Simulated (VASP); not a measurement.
# PbSe (I4mm) in VASP: notebook

Runs on PbSe. Level: PBE. Tasks: single point.

Everything below comes from runs of VASP 6.6.1. Logs are shortened: lines on timing, memory, paths and dates and some standing lists are left out, and cuts for length are marked.

**1. The cell of the first run**

It takes space group I4mm (No. 107, tetragonal). Conventional cell: a = 4.331 Å, b = 4.331 Å, c = 6.124 Å, α = 90.00°, β = 90.00°, γ = 90.00°. Pb (site symmetry 4mm) has 6 Se at 2.76 to 3.36 Å within 3.6 Å. Se (site symmetry 4mm) has 6 Pb at 2.76 to 3.36 Å within 3.6 Å.

**2. Single point, PBE (all Se atoms moved -0.300 Å, as atom 2 along Cartesian [1 0 0])**

Contents of INCAR:

```
  PREC = Accurate
  ENCUT = 520
  EDIFF = 1E-6
  ISMEAR = 0
  SIGMA = 0.03
  LREAL = False
  LASPH = True
  NELM = 100
  ALGO = Normal
  ISIF = 2
  LWAVE = False
  LCHARG = True
  GGA = PE
  LELF = True
  LVHAR = True
  NBANDS = 17
```

Contents of KPOINTS:

```
Automatic mesh
0
Gamma
  10 10 10
```

Contents of POSCAR:

```
PbSe
1.0
    0.0000000000      3.0621500000      3.0621500000
    3.0621500000      0.0000000000      3.0621500000
    3.0621500000      3.0621500000      0.0000000000
Pb Se
1 1
Direct
    0.0000000000      0.0000000000      0.0000000000
    0.5489851901      0.4510148099      0.4510148099
```

Potentials or basis: VASP PAW PBE potentials, release 64 (Pb_d, Se).

Started as:

```
cat potpaw_PBE.64/Pb_d/POTCAR potpaw_PBE.64/Se/POTCAR > POTCAR
mpirun -np 1 vasp_std > vasp.out
```

OUTCAR:

```text
PREC = Accurate
   ENCUT = 520
   EDIFF = 1E-6
   ISMEAR = 0
   LREAL = False
   LASPH = True
   NELM = 100
   ISIF = 2
   GGA = PE

 ion  position               nearest neighbor table
   1  0.000  0.000  0.000-   2 2.76   2 3.08   2 3.08   2 3.08   2 3.08   2 3.36
   2  0.549  0.451  0.451-   1 2.76   1 3.08   1 3.08   1 3.08   1 3.08   1 3.36

  LATTYP: Found a face centered cubic cell.
 ALAT       =     6.1243000000

  Lattice vectors:

 A1 = (   0.0000000000,   3.0621500000,   3.0621500000)
 A2 = (   3.0621500000,   0.0000000000,   3.0621500000)
 A3 = (   3.0621500000,   3.0621500000,   0.0000000000)

Analysis of symmetry for initial positions (statically):
=====================================================================
 Subroutine PRICEL returns:
 Original cell was already a primitive cell.

 Routine SETGRP: Setting up the symmetry group for a
 face centered cubic supercell.

 Subroutine GETGRP returns: Found  8 space group operations
 (whereof  8 operations were pure point group operations)
 out of a pool of 48 trial point group operations.

The static configuration has the point symmetry C_4v.

Analysis of symmetry for dynamics (positions and initial velocities):
=====================================================================
 Subroutine PRICEL returns:
 Original cell was already a primitive cell.

 Routine SETGRP: Setting up the symmetry group for a
 face centered cubic supercell.

 Subroutine GETGRP returns: Found  8 space group operations
 (whereof  8 operations were pure point group operations)
 out of a pool of 48 trial point group operations.

The dynamic configuration has the point symmetry C_4v.

 Subroutine INISYM returns: Found  8 space group operations
 (whereof  8 operations are pure point group operations),
 and found     1 'primitive' translations

----------------------------------------------------------------------------------------

                                     Primitive cell

  volume of cell :      57.4261

  direct lattice vectors                    reciprocal lattice vectors
     0.000000000  3.062150000  3.062150000    -0.163283967  0.163283967  0.163283967
     3.062150000  0.000000000  3.062150000     0.163283967 -0.163283967  0.163283967
     3.062150000  3.062150000  0.000000000     0.163283967  0.163283967 -0.163283967

  length of vectors
     4.330534060  4.330534060  4.330534060     0.282816127  0.282816127  0.282816127

  position of ions in fractional coordinates (direct lattice)
     0.000000000  0.000000000  0.000000000
     0.548985190  0.451014810  0.451014810

  ion indices of the primitive-cell ions
   primitive index   ion index
                 1           1
                 2           2

----------------------------------------------------------------------------------------

 KPOINTS: Automatic mesh

Automatic generation of k-mesh.
 Grid dimensions read from file:
 generate k-points for:   10   10   10

 Generating k-lattice:

  Cartesian coordinates                     Fractional coordinates (reciprocal lattice)
    -0.016328397  0.016328397  0.016328397     0.100000000  0.000000000  0.000000000
     0.016328397 -0.016328397  0.016328397     0.000000000  0.100000000  0.000000000
     0.016328397  0.016328397 -0.016328397     0.000000000  0.000000000  0.100000000

  Length of vectors
     0.028281613  0.028281613  0.028281613

  Shift w.r.t. Gamma in fractional coordinates (k-lattice)
     0.000000000  0.000000000  0.000000000

 Subroutine IBZKPT returns following result:
 ===========================================

 Found    102 irreducible k-points:

 Following reciprocal coordinates:
            Coordinates               Weight
  0.000000  0.000000  0.000000      1.000000
  0.100000  0.000000  0.000000      8.000000
  0.200000  0.000000  0.000000      8.000000
  0.300000  0.000000  0.000000      8.000000
  0.400000  0.000000  0.000000      8.000000
  0.500000  0.000000  0.000000      4.000000
[... 16 lines left out ...]
 -0.100000  0.100000  0.000000      8.000000
  0.000000 -0.100000  0.100000      4.000000
 [... further k-points ...]
   k-points           NKPTS =    102   k-points in BZ     NKDIM =    102   number of bands    NBANDS=     17
   number of dos      NEDOS =    301   number of ions     NIONS =      2
   total plane-waves  NPLWV =  32768
   dimension x,y,z NGX =    32 NGY =   32 NGZ =   32
   dimension x,y,z NGXF=    64 NGYF=   64 NGZF=   64
   ions per type =               1   1
   NGX,Y,Z   is equivalent  to a cutoff of  12.28, 12.28, 12.28 a.u.
   NGXF,Y,Z  is equivalent  to a cutoff of  24.57, 24.57, 24.57 a.u.
 SYSTEM =  unknown system
   PREC   = accura    normal or accurate (medium, high low for compatibility)
   ISTART =      0    job   : 0-new  1-cont  2-samecut
   ICHARG =      2    charge: 1-file 2-atom 10-const
   ISPIN  =      1    spin polarized calculation?
   LNONCOLLINEAR =      F non collinear calculations
   LSORBIT =      F    spin-orbit coupling
   LASPH  =      T    aspherical Exc in radial PAW
   ENCUT  =  520.0 eV  38.22 Ry    6.18 a.u.   8.05  8.05  8.05*2*pi/ulx,y,z
   NELM   =    100;   NELMIN=  2; NELMDL= -5     # of ELM steps
   EDIFF  = 0.1E-05   stopping-criterion for ELM
   LREAL  =      F    real-space projection
   EDIFFG = 0.1E-04   stopping-criterion for IOM
   NSW    =      0    number of steps for IOM
   IBRION =     -1    ionic relax: 0-MD 1-quasi-New 2-CG
   NFREE  =      0    steps in history (QN), initial steepest desc. (CG)
   ISIF   =      2    stress and relaxation
   ISYM   =      2    0-nonsym 1-usesym 2-fastsym
   POTIM  = 0.5000    time-step for ionic-motion
   TEBEG  =    0.0;   TEEND  =   0.0 temperature during run
   PSTRESS=    0.0 pullay stress
   NELECT =      20.0000    total number of electrons
   NUPDOWN=      -1.0000    fix difference up-down
   EMIN   =  10.00;   EMAX   =-10.00  energy-range for DOS
   EFERMI =   0.00;   METHOD = LEGACY
   ISMEAR =     0;   SIGMA  =   0.03  broadening in eV -4-tet -1-fermi 0-gaus
   EFERMI_NEDOS =   21; number of points for ismear=-14 and -15
   IALGO  =     38    algorithm
   IMIX   =      4    mixing-type and parameters
     AMIX     =   0.40;   BMIX     =  1.00
     AMIX_MAG =   1.60;   BMIX_MAG =  1.00
  volume/ion in A,a.u.               =      28.71       193.77
  Fermi-wavevector in a.u.,A,eV,Ry     =   1.151812  2.176610 18.050462  1.326672
  Thomas-Fermi vector in A             =   2.288467
   LORBIT       =      0    0 simple, 1 ext, 2 COOP (PROOUT), +10 PAW based schemes
   GGA     = PE    functional components
   LHFCALC =     F    Hartree Fock is set to
   AEXX    =    0.0000 exact exchange contribution
   IVDW    =     0    specifies the selected vdW correction
   LEPSILON=     F    determine dielectric tensor
   LRPA    =     F    only Hartree local field effects (RPA)
 non-spin polarized calculation
 Gauss-broadening in eV      SIGMA  =   0.03
  energy-cutoff  :      520.00
  volume of cell :       57.43
 maximum number of plane-waves:      1572
   NGX = 17   NGY = 17   NGZ = 17

 number of electron      19.9999999 magnetization

 Free energy of the ion-electron system (eV)
  ---------------------------------------------------
  ext. energy  EPLUGINS =         0.00000000
  ---------------------------------------------------
  free energy    TOTEN  =        -8.12178671 eV

  energy without entropy =       -8.12178671  energy(sigma->0) =       -8.12178671

 E-fermi :   4.9086     XC(G=0):  -9.5040

 val. band max:        4.7534066507   @ k =   0.5000   0.0000   0.0000
 cond. band min:       5.7105779229   @ k =   0.5000   0.0000   0.0000
 fundamental gap:      0.9571712722
 Fermi energy:         4.9085910050

 k-point     1 :       0.0000    0.0000    0.0000
  band No.  band energies     occupation
      1     -11.7517      2.00000
      2     -11.7501      2.00000
      3     -11.7448      2.00000
      4     -11.7354      2.00000
      5     -11.7354      2.00000
      6      -8.6349      2.00000
[... 9 lines left out ...]
     16      12.0348      0.00000
     17      13.2371      0.00000

 k-point     2 :       0.1000    0.0000    0.0000
  band No.  band energies     occupation
      1     -11.7550      2.00000
      2     -11.7483      2.00000
      3     -11.7466      2.00000
      4     -11.7339      2.00000
      5     -11.7327      2.00000
      6      -8.5579      2.00000
[... 9 lines left out ...]
     16      12.0636      0.00000
     17      13.9767      0.00000

 k-point     3 :       0.2000    0.0000    0.0000
  band No.  band energies     occupation
      1     -11.7637      2.00000
      2     -11.7520      2.00000
      3     -11.7445      2.00000
      4     -11.7289      2.00000
      5     -11.7245      2.00000
      6      -8.3393      2.00000
[... 9 lines left out ...]
     16      12.4472      0.00000
     17      15.4247      0.00000

 k-point     4 :       0.3000    0.0000    0.0000
  band No.  band energies     occupation
      1     -11.7741      2.00000
      2     -11.7590      2.00000
      3     -11.7419      2.00000
      4     -11.7208      2.00000
      5     -11.7140      2.00000
      6      -8.0234      2.00000
[... 9 lines left out ...]
     16      13.2493      0.00000
     17      16.8677      0.00000
[... 343 lines left out ...]
      1     -11.7692      2.00000
      2     -11.7567      2.00000
      3     -11.7369      2.00000
      4     -11.7282      2.00000
      5     -11.7231      2.00000
      6      -8.1810      2.00000
[... 9 lines left out ...]
     16      13.5648      0.00000
     17      15.0153      0.00000

 k-point    23 :      -0.1000    0.1000    0.0000
  band No.  band energies     occupation
      1     -11.7615      2.00000
      2     -11.7481      2.00000
      3     -11.7476      2.00000
      4     -11.7325      2.00000
      5     -11.7257      2.00000
      6      -8.4318      2.00000
[... 9 lines left out ...]
     16      12.5303      0.00000
     17      14.1074      0.00000

 k-point    24 :       0.0000   -0.1000    0.1000
  band No.  band energies     occupation
      1     -11.7592      2.00000
      2     -11.7511      2.00000
      3     -11.7412      2.00000
      4     -11.7338      2.00000
      5     -11.7302      2.00000
      6      -8.4346      2.00000
[... 9 lines left out ...]
     16      12.6054      0.00000
     17      14.1188      0.00000

 [... further k-points ...]

------------------------ aborting loop because EDIFF is reached ----------------------------------------

  FORCE on cell =-STRESS in cart. coord.  units (eV):
  Direction    XX          YY          ZZ          XY          YZ          ZX
  --------------------------------------------------------------------------------------
  -------------------------------------------------------------------------------------
  Total        2.2991348      0.8485308      0.8485308      0.0000000     -0.0000000     -0.0000000
  in kB       64.1454176     23.6738448     23.6738448      0.0000000     -0.0000000     -0.0000000
  external PRESSURE =      37.1643691 kB  Pullay stress =       0.0000000 kB

 VOLUME and BASIS-vectors are now :
 -----------------------------------------------------------------------------
  energy-cutoff  :      520.00
  volume of cell :       57.43
      direct lattice vectors                 reciprocal lattice vectors
     0.000000000  3.062150000  3.062150000    -0.163283967  0.163283967  0.163283967
     3.062150000  0.000000000  3.062150000     0.163283967 -0.163283967  0.163283967
     3.062150000  3.062150000  0.000000000     0.163283967  0.163283967 -0.163283967

 POSITION                                       TOTAL-FORCE (eV/Angst)
 -----------------------------------------------------------------------------------
      0.00000      0.00000      0.00000        -0.554077      0.000000      0.000000
      2.76215      3.06215      3.06215         0.554077      0.000000      0.000000
 -----------------------------------------------------------------------------------
    total drift:                                0.000154     -0.000000     -0.000000

  FREE ENERGIE OF THE ION-ELECTRON SYSTEM (eV)
  ---------------------------------------------------
  free  energy   TOTEN  =        -8.1217867100 eV

  energy  without entropy=       -8.1217867100  energy(sigma->0) =       -8.12178671
```

It took 95 s on 1 thread of Intel Xeon 8259CL, shared host; peak memory 0.25 GiB.

What came out:

* Free energy: -8.1218 eV
* Pressure: 3.7 GPa
* Largest force: 0.554 eV/Å
* Band gap on the k mesh: 0.96 eV

Forces in eV/Å, atoms in the order of the input:
```
Pb  -0.554  0.000  0.000
Se   0.554  0.000  0.000
```

Stress tensor (GPa, compression positive):
```
6.41 0.00 0.00
0.00 2.37 0.00
0.00 0.00 2.37
```

Levels at points of the mesh, in eV from the valence-band top:
```
           k point  band 8  band 9  band 10  band 11  band 12  band 13
(0.00, 0.00, 0.00)   -1.73   -1.52    -1.52     4.52     4.52     5.18
(0.50, 0.00, 0.00)   -1.49   -1.24     0.00     0.96     2.07     2.43
(0.50, 0.50, 0.00)   -4.68   -2.91    -2.85     3.39     6.17     6.31
(0.00, 0.50, 0.50)   -4.26   -2.95    -2.95     4.00     5.94     5.94
```

Caveat: the cell differs from its parent crystal (all Se atoms moved -0.300 Å, as atom 2 along Cartesian [1 0 0]); the cell stands under pressure; spin-orbit coupling is left out, which moves the levels of the heavy elements. A k mesh can miss the band edges.

**3. Single point, PBE (all Se atoms moved +0.225 Å, as atom 2 along Cartesian [1 0 0])**

Contents of INCAR:

```
SYSTEM = PbSe
ALGO = Normal
EDIFF = 1E-7
ENCUT = 520
GGA = PE
ISIF = 2
ISMEAR = 0
LASPH = .True.
LCHARG = .False.
LREAL = .False.
LWAVE = .False.
NBANDS = 17
NELM = 80
PREC = Accurate
SIGMA = 0.03
```

Contents of KPOINTS:

```
k-points
0
Gamma
  10 10 10
  0 0 0
```

Edit POSCAR of step 2 so:

```diff
@@ -9,2 +9,2 @@
     0.0000000000      0.0000000000      0.0000000000
-    0.5489851901      0.4510148099      0.4510148099
+    0.4632611074      0.5367388926      0.5367388926
```

Potentials or basis: VASP PAW PBE potentials, release 64 (Pb_d, Se).

Started as:

```
cat potpaw_PBE.64/Pb_d/POTCAR potpaw_PBE.64/Se/POTCAR > POTCAR
mpirun -np 1 vasp_std > vasp.out
```

Run time: 1.8 min. Hardware: 1 thread of Intel Xeon 8259CL, shared host; peak memory 0.25 GiB.

Results (log left out):

| Item | Value |
| --- | --- |
| Free energy | -8.1533 eV |
| Pressure | 3.1 GPa |
| Largest force | 0.305 eV/Å |
| Band gap on the k mesh | 0.74 eV |

Forces on the atoms (eV/Å):
```
Pb   0.305  0.000  0.000
Se  -0.305  0.000  0.000
```

Stress tensor (GPa, compression positive):
```
4.56 0.00 0.00
0.00 2.35 0.00
0.00 0.00 2.35
```

Levels at points of the mesh, in eV from the valence-band top:
```csv
k point,band 7,band 8,band 9,band 10,band 11,band 12,band 13,band 14
"(0.00, 0.00, 0.00)",-6.06,-1.76,-1.64,-1.64,4.61,4.61,5.01,6.72
"(0.50, 0.00, 0.00)",-8.56,-1.46,-1.30,0.00,0.74,1.95,2.15,8.62
"(0.50, 0.50, 0.00)",-7.17,-4.77,-3.01,-2.98,3.53,5.96,6.16,6.23
"(0.00, 0.50, 0.50)",-7.43,-4.52,-3.04,-3.04,3.90,5.83,5.83,6.34
```

Caveat: the cell differs from its parent crystal (all Se atoms moved +0.225 Å, as atom 2 along Cartesian [1 0 0]); the cell stands under pressure; spin-orbit coupling is left out, which moves the levels of the heavy elements. A k mesh can miss the band edges.

**4. Single point, PBE (all Se atoms moved -0.150 Å, as atom 2 along Cartesian [1 0 0])**

Contents of INCAR:

```
SYSTEM = PbSe
ALGO = Normal
EDIFF = 1E-6
ENCUT = 520
GGA = PE
ISIF = 2
ISMEAR = 0
LASPH = .True.
LCHARG = .True.
LELF = .True.
LREAL = .False.
LVHAR = .True.
LWAVE = .False.
NBANDS = 17
NELM = 80
PREC = Accurate
SIGMA = 0.03
```

KPOINTS is that of step 3.

Edit POSCAR of step 3 so:

```diff
@@ -9,2 +9,2 @@
     0.0000000000      0.0000000000      0.0000000000
-    0.4632611074      0.5367388926      0.5367388926
+    0.5244925951      0.4755074049      0.4755074049
```

Started as:

```
cat potpaw_PBE.64/Pb_d/POTCAR potpaw_PBE.64/Se/POTCAR > POTCAR
mpirun -np 1 vasp_std > vasp.out
```

Wall time 91 s (1 thread of Intel Xeon 8259CL, shared host); peak memory 0.25 GiB.

Results (log left out):

```yaml
Free_energy: -8.1697 eV
Pressure: 2.7 GPa
Largest_force: 0.147 eV/Å
Band_gap_on_the_k_mesh: 0.54 eV
```

Forces on the atoms (eV/Å):
```
Pb  -0.147  0.000  0.000
Se   0.147  0.000  0.000
```

Stress tensor (GPa, compression positive):
```
3.29 0.00 0.00
0.00 2.33 0.00
0.00 0.00 2.33
```

Levels at points of the mesh, in eV from the valence-band top:
```tsv
k point	band 6	band 7	band 8	band 9	band 10	band 11	band 12	band 13	band 14	band 15
(0.00, 0.00, 0.00)	-13.50	-6.17	-1.80	-1.75	-1.75	4.68	4.68	4.86	6.63	6.77
(0.50, 0.00, 0.00)	-12.43	-8.67	-1.44	-1.37	0.00	0.54	1.83	1.93	8.60	10.27
(0.50, 0.50, 0.00)	-12.07	-7.26	-4.86	-3.11	-3.09	3.63	5.79	5.89	6.15	11.36
(0.00, 0.50, 0.50)	-12.04	-7.38	-4.74	-3.12	-3.12	3.81	5.73	5.73	6.20	11.37
```

Caveat: the cell differs from its parent crystal (all Se atoms moved -0.150 Å, as atom 2 along Cartesian [1 0 0]); spin-orbit coupling is left out, which moves the levels of the heavy elements.

**5. Single point, PBE (all Se atoms moved +0.263 Å, as atom 2 along Cartesian [1 0 0])**

Contents of INCAR:

```
ALGO = Normal
EDIFF = 1E-7
ENCUT = 520
GGA = PE
ISIF = 2
ISMEAR = 0
LASPH = True
LCHARG = False
LREAL = False
LWAVE = False
NBANDS = 17
NELM = 80
PREC = Accurate
SIGMA = 0.03
```

Contents of KPOINTS:

```
k-points
0
Gamma
  10 10 10
```

Edit POSCAR of step 4 so:

```diff
@@ -9,2 +9,2 @@
     0.0000000000      0.0000000000      0.0000000000
-    0.5244925951      0.4755074049      0.4755074049
+    0.4571379586      0.5428620414      0.5428620414
```

Started as:

```
cat potpaw_PBE.64/Pb_d/POTCAR potpaw_PBE.64/Se/POTCAR > POTCAR
mpirun -np 1 vasp_std > vasp.out
```

Run time: 2.1 min. Hardware: 1 thread of Intel Xeon 8259CL, shared host; peak memory 0.25 GiB.

The run converged. Its results:

```
Free energy            : -8.1399 eV
Pressure               : 3.4 GPa
Largest force          : 0.416 eV/Å
Band gap on the k mesh : 0.85 eV
```

Forces in eV/Å, atoms in the order of the input:
```
Pb   0.416  0.000  0.000
Se  -0.416  0.000  0.000
```

Stress tensor (GPa, compression positive):
```
5.41 0.00 0.00
0.00 2.36 0.00
0.00 0.00 2.36
```

Levels at points of the mesh, in eV from the valence-band top:
```
           k point  band 7  band 8  band 9  band 10  band 11  band 12  band 13  band 14
(0.00, 0.00, 0.00)   -6.00   -1.74   -1.58    -1.58     4.57     4.57     5.09     6.76
(0.50, 0.00, 0.00)   -8.51   -1.47   -1.27     0.00     0.85     2.01     2.29     8.62
(0.50, 0.50, 0.00)   -7.12   -4.73   -2.96    -2.91     3.46     6.06     6.27     6.31
(0.00, 0.50, 0.50)   -7.46   -4.39   -2.99    -2.99     3.95     5.89     5.89     6.42
```

Caveat: the cell differs from its parent crystal (all Se atoms moved +0.263 Å, as atom 2 along Cartesian [1 0 0]); the cell stands under pressure; spin-orbit coupling is left out, which moves the levels of the heavy elements. A k mesh can miss the band edges.

[end of part 1 of 2]
